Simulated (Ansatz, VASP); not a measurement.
## Be3Zn2Se5: VASP beside Ansatz

```xyz
10
Lattice="-1.9031 9.5900 2.6942 1.9031 -9.5900 2.6942 1.9031 9.5900 -2.6942" Properties=species:S:1:pos:R:3 pbc="T T T"
Be    1.9031   -7.8137    2.6812
Be    1.9031    0.0000    2.6599
Be    1.9031    7.8137    2.6812
Zn    1.9031   -3.7517    2.6948
Zn    1.9031    3.7517    2.6948
Se    0.0000    3.6785    4.2075
Se    1.9031   -1.7560    1.2514
Se    1.9031    1.7560    1.2514
Se    1.9031    5.9116    1.5133
Se    0.0000    0.0000    3.9599
```

Alike in both runs: functional PBE; k mesh 10 × 10 × 10; occupations gaussian, width 0.02 eV; no spin polarisation.

Ansatz relaxed the structure, and its values are those at the end. VASP's run is a single point on that final structure, the one shown.

```csv
,VASP,Ansatz
version,VASP 6.6.1,Ansatz 0.2.0
potentials or method,"VASP PAW PBE potentials, release 64 (Be, Zn, Se), cutoff 520 eV","scalar-relativistic, plane waves, PAW"
valence electrons in the cell,60,110
```

Ansatz gave:

* gap on the k mesh at the Fermi level (eV): 2.38
* least direct gap on the mesh (eV): 2.38
* pressure (GPa): 0.0
* rms of the force components (eV/Å): 0.001

Q: Which values does VASP return?

A: gap on the k mesh at the Fermi level (eV): 2.37; least direct gap on the mesh (eV): 2.37; pressure (GPa): 0.2; rms of the force components (eV/Å): 0.004.

VASP's potentials hold 60 valence electrons a cell and Ansatz's 110, so a difference there can come from the potentials and not from the codes.
